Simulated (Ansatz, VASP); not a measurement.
## HfO2 in VASP and in Ansatz

File INCAR:

```
PREC = Accurate
ENCUT = 520
EDIFF = 1E-6
ISMEAR = -1
SIGMA = 0.02
LREAL = False
LASPH = True
NELM = 80
ALGO = Normal
ISIF = 2
LWAVE = False
LCHARG = True
GGA = PE
LELF = True
LVHAR = True
NBANDS = 18
```

Contents of KPOINTS:

```
regular mesh
0
Gamma
  8 8 8
```

File POSCAR:

```
HfO2
1.0
    0.2032617411      2.6059849443      2.6059849443
    2.6059849443      0.2032617411      2.6059849443
    2.6059849443      2.6059849443      0.2032617411
Hf O
1 2
Direct
    0.0000000000      0.0000000000      0.0000000000
    0.2458737640      0.2458737640      0.2458737640
    0.7541262360      0.7541262360      0.7541262360
```

Input for Ansatz:

```yaml
crystal:
  lattice:
    - [0.2032617411, 2.6059849443, 2.6059849443]
    - [2.6059849443, 0.2032617411, 2.6059849443]
    - [2.6059849443, 2.6059849443, 0.2032617411]
  atoms:
    - { symbol: Hf, position: [0.0, 0.0, 0.0] }
    - { symbol: O, position: [0.245873764, 0.245873764, 0.245873764] }
    - { symbol: O, position: [0.754126236, 0.754126236, 0.754126236] }
kpoints:
  mp_grid: { grid: [8, 8, 8] }
  band_path:
    path:
      - [0.0, 0.0, 0.0]
      - [0.5, 0.0, 0.5]
      - [0.625, 0.25, 0.625]
      - [0.375, 0.375, 0.75]
      - [0.5, 0.5, 0.5]
      - [0.5, 0.25, 0.75]
      - [0.0, 0.5, 0.5]
    npoints: 1
hamiltonian:
  xc: pbe
scf:
  occupations: { method: fermi_dirac, width: 0.02 }
  n_extra_bands: 4
output:
  forces: true
  stress: true
  eigenvalues: true
```

Change from the starting cell: epitaxial_111 strain -5.0%.

Alike in both runs: task single point; functional PBE; k mesh 8 × 8 × 8; occupations fermi-dirac, width 0.02 eV; no spin polarisation.

```csv
,VASP,Ansatz
version,VASP 6.6.1,Ansatz 0.2.0
potentials or method,"VASP PAW PBE potentials, release 64 (Hf_pv, O)","plane waves, PAW"
plane-wave cutoff (eV),520,420
valence electrons in the cell,22,38
```

|  | VASP | Ansatz | Ansatz less VASP |
| --- | --- | --- | --- |
| gap on the k mesh at the Fermi level (eV) | 3.96 | 3.93 | -0.029 |
| pressure (GPa) | 13.9 | 17.9 | +4.06 |
| traceless stress, the component that is largest in VASP (GPa) | -5.73 | -5.89 | -0.160 |
| rms of the force components (eV/Å) | 0.013 | 0.050 | +0.0371 |

Atom by atom the forces differ by 0.037 eV/Å (rms over components). One of these differences is far larger than is usual between the two programs; its cause wasn't traced. VASP's potentials hold 22 valence electrons a cell and Ansatz's 38, so a difference there can come from the potentials and not from the codes.

Neither program's run includes spin-orbit coupling.
